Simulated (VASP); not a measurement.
Write the native input for VASP 6.6.1 that does the following.

```yaml
Task: relaxation of cell and atoms
Functional: PBE
Potentials_or_basis: VASP PAW PBE potentials, release 64 (Mg)
Cutoff: 600 eV
k_mesh: 15 × 15 × 8
Occupations: fermi-dirac, width 0.1 eV
Spin: no spin polarisation
Target_pressure: 8.05 GPa
Dipole_correction: no
Further_INCAR_settings: ALGO = Fast; EDIFF = 1e-07; IBRION = 2; EDIFFG = -0.002; NSW = 80; ISIF = 3
```

The structure of Mg lies in POSCAR:

```
Mg
1.0
    3.0234500193      0.0000000000      0.0000000000
   -1.5117250096      2.6183845238      0.0000000000
    0.0000000000      0.0000000000      4.9360364015
Mg
2
Direct
    0.3333333333      0.6666666667      0.2500000000
    0.6666666667      0.3333333333      0.7500000000
```

The input as run:

INCAR

```
PREC     = Accurate       # precision mode
ENCUT    = 600            # plane-wave cutoff, eV
EDIFF    = 1E-7           # SCF threshold, eV
ISMEAR   = -1             # smearing method
SIGMA    = 0.1            # smearing width, eV
LREAL    = False          # projectors in reciprocal space
LASPH    = True           # aspherical terms in the spheres
NELM     = 100            # most SCF steps
ALGO     = Fast           # electronic algorithm
ISIF     = 3              # what is computed and relaxed
LWAVE    = False          # write WAVECAR
LCHARG   = False          # write CHGCAR
GGA      = PE             # functional
IBRION   = 2              # ionic algorithm
NSW      = 80             # ionic steps
EDIFFG   = -0.002         # ionic threshold
PSTRESS  = 80.5
```

KPOINTS

```
regular mesh
0
Gamma
  15 15 8
```

Potentials or basis: VASP PAW PBE potentials, release 64 (Mg).

Command:

```console
$ cat potpaw_PBE.64/Mg/POTCAR > POTCAR
$ mpirun -np 1 vasp_std > vasp.out
```

Results of the run:

```json
{
 "Relaxed volume": "19.49 Å³/atom",
 "Relaxed cell": "a = 3.038 Å, b = 3.038 Å, c = 4.879 Å, α = 90.00°, β = 90.00°, γ = 120.00°",
 "Space group after relaxing (to 0.05 Å)": "P6_3/mmc (No. 194)",
 "Energy change on relaxing (the enthalpy is what falls)": "+1.3 meV/atom",
 "Ionic steps": "6",
 "Pressure after relaxing": "8.1 GPa",
 "Band gap on the k mesh": "zero (band 2 reaches 4.47 eV, above the bottom of band 3 at 2.42 eV)"
}
```

Caveat: the cell is relaxed towards a set pressure, so the enthalpy falls and the energy may rise.

It took 50 s on 1 thread of Intel(R) Xeon(R) Platinum 8488C (Sapphire Rapids), with other jobs on the host, peak memory 0.18 GiB.
